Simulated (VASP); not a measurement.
A run of VASP 6.6.1 is set up as follows.

Contents of INCAR:

```
ALGO     = Normal         # electronic algorithm
EDIFF    = 1E-6           # SCF threshold, eV
ENCUT    = 520            # plane-wave cutoff, eV
GGA      = PE             # functional
ISIF     = 2              # what is computed and relaxed
ISMEAR   = 0              # smearing method
ISPIN    = 2              # spin polarisation
ISYM     = 0            
LASPH    = T              # aspherical terms in the spheres
LCHARG   = F              # write CHGCAR
LMAXMIX  = 4              # l up to which the mixer works
LORBIT   = 11             # projections on sites
LREAL    = F              # projectors in reciprocal space
LWAVE    = F              # write WAVECAR
MAGMOM   = 3 3            # initial moments
NBANDS   = 20             # bands
NELM     = 150            # most SCF steps
PREC     = Accurate       # precision mode
SIGMA    = 0.05           # smearing width, eV
```

Contents of KPOINTS:

```
k-points
0
Gamma
  7 12 10
```

POSCAR

```
Co
1.0
   -1.7950000000     -3.5900000000     -1.7950000000
   -1.7950000000      0.0000000000     -1.7950000000
    1.7950000000      0.0000000000     -1.7950000000
Co
2
Direct
    0.0000000000      0.0000000000      0.0000000000
    0.5000000000      0.0000000000      0.5000000000
```

Potentials or basis: VASP PAW PBE potentials, release 64 (Co).

Launch:

```bash
$ cat potpaw_PBE.64/Co/POTCAR > POTCAR
$ mpirun -np 1 vasp_std > vasp.out
```

(1) What does it give for the net moment?

(2) Estimate the pressure.

## Answers

(1) 3.41 μB per cell.

(2) -10.8 GPa.

Caveat: the cell stands under tension.
